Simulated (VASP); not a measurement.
# PtS2 (R-3m) in VASP: single point with PBEsol

Aim: the single point of PtS2 with PBEsol.

Everything below comes from runs of VASP 6.6.1. Logs are shortened: lines on timing, memory, paths and dates and some standing lists are left out, and cuts for length are marked.

## 1. The cell of the first run

The structure is trigonal, space group R-3m (No. 166). The conventional cell has a = 3.529 Å, b = 3.529 Å, c = 16.569 Å, α = 90.00°, β = 90.00°, γ = 120.00°. Pt (site symmetry -3m) has 6 S at 2.39 Å within 3.2 Å. S (site symmetry 3m) has 3 Pt at 2.39 Å within 3.2 Å.

## 2. Single point, PBEsol

INCAR

```
SYSTEM = PtS2
ALGO = Normal
EDIFF = 1E-7
ENCUT = 520
GGA = PS
ISIF = 2
ISMEAR = 0
LASPH = .True.
LCHARG = .False.
LREAL = .False.
LWAVE = .False.
NBANDS = 18
NELM = 60
PREC = Accurate
SIGMA = 0.01
```

KPOINTS

```
k-points
0
Gamma
  6 6 6
  0 0 0
```

POSCAR

```
PtS2
1.0
    1.7644429029      1.0187015850      5.5230462153
   -1.7644429029      1.0187015850      5.5230462153
    0.0000000000     -2.0374031699      5.5230462153
Pt S
1 2
Direct
    0.0000000000      0.0000000000      0.0000000000
    0.2583047871      0.2583047871      0.2583047871
    0.7416952129      0.7416952129      0.7416952129
```

Potentials or basis: VASP PAW PBE potentials, release 64 (Pt, S).

Command:

```sh
$ cat potpaw_PBE.64/Pt/POTCAR potpaw_PBE.64/S/POTCAR > POTCAR
$ mpirun -np 1 vasp_std > vasp.out
```

OUTCAR:

```text
SYSTEM = PtS2
   EDIFF = 1E-7
   ENCUT = 520
   GGA = PS
   ISIF = 2
   ISMEAR = 0
   LASPH = .True.
   LREAL = .False.
   NELM = 60
   PREC = Accurate

 ion  position               nearest neighbor table
   1  0.000  0.000  0.000-   3 2.39   3 2.39   2 2.39   2 2.39   3 2.39   2 2.39
   2  0.258  0.258  0.258-   1 2.39   1 2.39   1 2.39
   3  0.742  0.742  0.742-   1 2.39   1 2.39   1 2.39

  LATTYP: Found a trigonal (rhomboedric) cell.
 ALAT       =     5.8868540982
 COS(alpha) =     0.8203287168

  Lattice vectors:

 A1 = (   1.7644429029,   1.0187015850,   5.5230462153)
 A2 = (  -1.7644429029,   1.0187015850,   5.5230462153)
 A3 = (   0.0000000000,  -2.0374031699,   5.5230462153)

Analysis of symmetry for initial positions (statically):
=====================================================================
 Subroutine PRICEL returns:
 Original cell was already a primitive cell.

 Routine SETGRP: Setting up the symmetry group for a
 trigonal (rhombohedral) supercell.

 Subroutine GETGRP returns: Found 12 space group operations
 (whereof 12 operations were pure point group operations)
 out of a pool of 12 trial point group operations.

The static configuration has the point symmetry D_3d.

Analysis of symmetry for dynamics (positions and initial velocities):
=====================================================================
 Subroutine PRICEL returns:
 Original cell was already a primitive cell.

 Routine SETGRP: Setting up the symmetry group for a
 trigonal (rhombohedral) supercell.

 Subroutine GETGRP returns: Found 12 space group operations
 (whereof 12 operations were pure point group operations)
 out of a pool of 12 trial point group operations.

The dynamic configuration has the point symmetry D_3d.

 Subroutine INISYM returns: Found 12 space group operations
 (whereof 12 operations are pure point group operations),
 and found     1 'primitive' translations

----------------------------------------------------------------------------------------

                                     Primitive cell

  volume of cell :      59.5641

  direct lattice vectors                    reciprocal lattice vectors
     1.764442903  1.018701585  5.523046215     0.283375562  0.163606957  0.060353167
    -1.764442903  1.018701585  5.523046215    -0.283375562  0.163606957  0.060353167
     0.000000000 -2.037403170  5.523046215     0.000000000 -0.327213915  0.060353168

  length of vectors
[... 79 lines left out ...]
   LNONCOLLINEAR =      F non collinear calculations
   LSORBIT =      F    spin-orbit coupling
   LASPH  =      T    aspherical Exc in radial PAW
   ENCUT  =  520.0 eV  38.22 Ry    6.18 a.u.  10.95 10.95 10.95*2*pi/ulx,y,z
   NELM   =     60;   NELMIN=  2; NELMDL= -5     # of ELM steps
   EDIFF  = 0.1E-06   stopping-criterion for ELM
   LREAL  =      F    real-space projection
   EDIFFG = 0.1E-05   stopping-criterion for IOM
   NSW    =      0    number of steps for IOM
   IBRION =     -1    ionic relax: 0-MD 1-quasi-New 2-CG
   NFREE  =      0    steps in history (QN), initial steepest desc. (CG)
   ISIF   =      2    stress and relaxation
   ISYM   =      2    0-nonsym 1-usesym 2-fastsym
   POTIM  = 0.5000    time-step for ionic-motion
   TEBEG  =    0.0;   TEEND  =   0.0 temperature during run
   PSTRESS=    0.0 pullay stress
   NELECT =      22.0000    total number of electrons
   NUPDOWN=      -1.0000    fix difference up-down
   EMIN   =  10.00;   EMAX   =-10.00  energy-range for DOS
   EFERMI =   0.00;   METHOD = LEGACY
   ISMEAR =     0;   SIGMA  =   0.01  broadening in eV -4-tet -1-fermi 0-gaus
   EFERMI_NEDOS =   21; number of points for ismear=-14 and -15
   IALGO  =     38    algorithm
   IMIX   =      4    mixing-type and parameters
     AMIX     =   0.40;   BMIX     =  1.00
     AMIX_MAG =   1.60;   BMIX_MAG =  1.00
  volume/ion in A,a.u.               =      19.85       133.99
  Fermi-wavevector in a.u.,A,eV,Ry     =   1.174593  2.219660 18.771545  1.379670
  Thomas-Fermi vector in A             =   2.310988
   LORBIT       =      0    0 simple, 1 ext, 2 COOP (PROOUT), +10 PAW based schemes
   GGA     = PS    functional components
   LHFCALC =     F    Hartree Fock is set to
   AEXX    =    0.0000 exact exchange contribution
   IVDW    =     0    specifies the selected vdW correction
   LEPSILON=     F    determine dielectric tensor
   LRPA    =     F    only Hartree local field effects (RPA)
 non-spin polarized calculation
 Gauss-broadening in eV      SIGMA  =   0.01
  energy-cutoff  :      520.00
  volume of cell :       59.56
 maximum number of plane-waves:      1635
 NGX is ok and might be reduce to    48
   NGX = 21   NGY = 21   NGZ = 21

 number of electron      21.9999999 magnetization

 Free energy of the ion-electron system (eV)
  ---------------------------------------------------
  ext. energy  EPLUGINS =         0.00000000
  ---------------------------------------------------
  free energy    TOTEN  =       -16.95691996 eV

  energy without entropy =      -16.95691996  energy(sigma->0) =      -16.95691996

 E-fermi :   5.3570     XC(G=0): -10.2890

 val. band max:        5.3119497732   @ k =   0.3333   0.1667   0.1667
 cond. band min:       6.5680000180   @ k =  -0.1667   0.1667   0.0000
 fundamental gap:      1.2560502449
 Fermi energy:         5.3569930097

 k-point     1 :       0.0000    0.0000    0.0000
  band No.  band energies     occupation
      1      -9.3886      2.00000
      2      -6.8459      2.00000
      3      -1.0217      2.00000
      4      -0.8014      2.00000
      5      -0.8014      2.00000
      6       1.8967      2.00000
[... 481 lines left out ...]
      5       0.2547      2.00000
      6       1.0629      2.00000
[... 10 lines left out ...]
     17      14.1760      0.00000
     18      15.7598      0.00000

 [... further k-points ...]
[... 5 lines left out ...]
  --------------------------------------------------------------------------------------
  -------------------------------------------------------------------------------------
  Total       -0.4288172     -0.4288172     -0.6204513     -0.0000000     -0.0000000     -0.0000000
  in kB      -11.5344867    -11.5344867    -16.6891318     -0.0000000     -0.0000000     -0.0000000
  external PRESSURE =     -13.2527017 kB  Pullay stress =       0.0000000 kB

 VOLUME and BASIS-vectors are now :
 -----------------------------------------------------------------------------
  energy-cutoff  :      520.00
  volume of cell :       59.56
      direct lattice vectors                 reciprocal lattice vectors
     1.764442903  1.018701585  5.523046215     0.283375562  0.163606957  0.060353167
    -1.764442903  1.018701585  5.523046215    -0.283375562  0.163606957  0.060353167
     0.000000000 -2.037403170  5.523046215     0.000000000 -0.327213915  0.060353168

 POSITION                                       TOTAL-FORCE (eV/Angst)
 -----------------------------------------------------------------------------------
      0.00000      0.00000      0.00000         0.000000      0.000000      0.000000
      0.00000      0.00000      4.27989         0.000000      0.000000      0.309561
      0.00000      0.00000     12.28925         0.000000     -0.000000     -0.309561
 -----------------------------------------------------------------------------------
    total drift:                               -0.000000     -0.000000     -0.000000

  FREE ENERGIE OF THE ION-ELECTRON SYSTEM (eV)
  ---------------------------------------------------
  free  energy   TOTEN  =       -16.9569199600 eV

  energy  without entropy=      -16.9569199600  energy(sigma->0) =      -16.95691996
```

OSZICAR:

```text
N       E                     dE             d eps       ncg     rms          rms(c)
DAV:   1     0.110758844019E+03    0.11076E+03   -0.10392E+04  1160   0.108E+03
DAV:   2    -0.127953565372E+02   -0.12355E+03   -0.11940E+03  1410   0.217E+02
DAV:   3    -0.182641135201E+02   -0.54688E+01   -0.54345E+01  1442   0.469E+01
DAV:   4    -0.183250595576E+02   -0.60946E-01   -0.60917E-01  1492   0.540E+00
DAV:   5    -0.183261897851E+02   -0.11302E-02   -0.11301E-02  1488   0.707E-01    0.181E+01
DAV:   6    -0.172250697210E+02    0.11011E+01   -0.58387E+00  1220   0.236E+01    0.112E+01
DAV:   7    -0.169881722286E+02    0.23690E+00   -0.11599E+00  1206   0.108E+01    0.547E+00
DAV:   8    -0.169604134749E+02    0.27759E-01   -0.70788E-02  1304   0.190E+00    0.109E+00
DAV:   9    -0.169567504579E+02    0.36630E-02   -0.89068E-03  1354   0.946E-01    0.241E-01
DAV:  10    -0.169568935111E+02   -0.14305E-03   -0.16818E-03  1342   0.257E-01    0.855E-02
DAV:  11    -0.169569141432E+02   -0.20632E-04   -0.76842E-05  1488   0.711E-02    0.487E-02
DAV:  12    -0.169569181121E+02   -0.39690E-05   -0.98015E-06  1346   0.252E-02    0.171E-02
DAV:  13    -0.169569196936E+02   -0.15814E-05   -0.29674E-06  1506   0.120E-02    0.444E-03
DAV:  14    -0.169569199118E+02   -0.21820E-06   -0.29974E-07  1448   0.427E-03    0.206E-03
DAV:  15    -0.169569199600E+02   -0.48216E-07   -0.12543E-07  1132   0.216E-03
   1 F= -.16956920E+02 E0= -.16956920E+02  d E =-.241964E-12
```

It took 1.7 min on 1 thread of AMD EPYC 7R13 (Zen 3), shared host; peak memory 0.28 GiB.

Results:

* Free energy: -16.9569 eV
* Pressure: -1.3 GPa
* Largest force: 0.310 eV/Å
* Band gap on the k mesh: 1.26 eV, indirect (least direct gap 1.43 eV)

Forces in eV/Å, atoms in the order of the input:
```
Pt   0.000  0.000  0.000
S    0.000  0.000  0.310
S    0.000  0.000 -0.310
```

Levels at points of the mesh, in eV from the valence-band top:
| k point | band 7 | band 8 | band 9 | band 10 | band 11 | band 12 | band 13 | band 14 | band 15 | band 16 |
| --- | --- | --- | --- | --- | --- | --- | --- | --- | --- | --- |
| (0.00, 0.00, 0.00) | -3.42 | -1.58 | -0.65 | -0.65 | -0.14 | 2.69 | 2.69 | 5.26 | 5.45 | 8.15 |
| (0.50, 0.00, 0.00) | -2.66 | -2.58 | -2.38 | -2.27 | -2.16 | 2.06 | 2.31 | 5.87 | 6.31 | 8.45 |
| (0.50, 0.50, 0.00) | -2.71 | -2.65 | -2.58 | -2.23 | -1.67 | 2.75 | 2.82 | 4.26 | 5.82 | 8.76 |
| (0.50, 0.50, 0.50) | -3.41 | -2.11 | -1.02 | -0.79 | -0.79 | 2.83 | 2.83 | 5.64 | 7.12 | 8.59 |

Caveat: the PAW data sets were made with another functional, which shifts forces and pressure a little; spin-orbit coupling is left out, which moves the levels of the heavy elements. A k mesh can miss the band edges.
